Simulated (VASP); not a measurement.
Crystal: RbBr3.

```
CELL_PARAMETERS angstrom
3.15642 1.82236 4.26344
-3.15642 1.82236 4.26344
0.00000 -3.64472 4.26344
ATOMIC_POSITIONS crystal
Rb 0.50000 0.50000 0.50000
Br 0.00000 0.00000 0.50000
Br 0.50000 0.00000 0.00000
Br 0.00000 0.50000 0.00000
```

```yaml
Program: VASP 6.6.1
Task: relaxation of cell and atoms
Functional: PBE
Potentials_or_basis: VASP PAW PBE potentials, release 64 (Rb_sv, Br)
Cutoff: 600 eV
k_mesh: 3 × 3 × 3
Occupations: gaussian, width 0.1 eV
Spin: no spin polarisation
```

At the start: pressure 2.0 GPa; volume 36.79 Å³/atom.

Task: Where does the relaxation end?

Result: Over 9 steps the energy falls by 29.8 meV/atom and the volume is 36.82 Å³/atom (+0.1 %); space group R-3m (No. 166, to 0.05 Å).

The path:
| step | energy change (eV) | largest force (eV/Å) | pressure (GPa) | volume (Å³) |
| --- | --- | --- | --- | --- |
| 1 | 0.0000 | 0.0000 | 1.98 | 147.14 |
| 2 | -0.1023 | 0.0000 | 0.13 | 156.95 |
| 3 | -0.1040 | 0.0000 | -0.12 | 158.73 |
| 4 | -0.1040 | 0.0000 | -0.08 | 158.50 |
| 5 | -0.1049 | 0.0000 | -0.09 | 158.01 |
| 6 | -0.1061 | 0.0000 | -0.09 | 157.30 |
| 7 | -0.1085 | 0.0000 | -0.08 | 155.87 |
| 8 | -0.1129 | 0.0000 | -0.06 | 153.01 |
| 9 | -0.1191 | 0.0000 | 0.01 | 147.30 |

Final structure:
```yaml
crystal:
  lattice:
    - [3.28208, 1.89491, 3.94741]
    - [-3.28208, 1.89491, 3.94741]
    - [0.00000, -3.78982, 3.94741]
  atoms:
    - { symbol: Rb, position: [0.50000, 0.50000, 0.50000] }
    - { symbol: Br, position: [0.00000, 0.00000, 0.50000] }
    - { symbol: Br, position: [0.50000, 0.00000, 0.00000] }
    - { symbol: Br, position: [0.00000, 0.50000, 0.00000] }
```

Caveat: the k points lie up to 0.41 Å⁻¹ apart in the final cell.
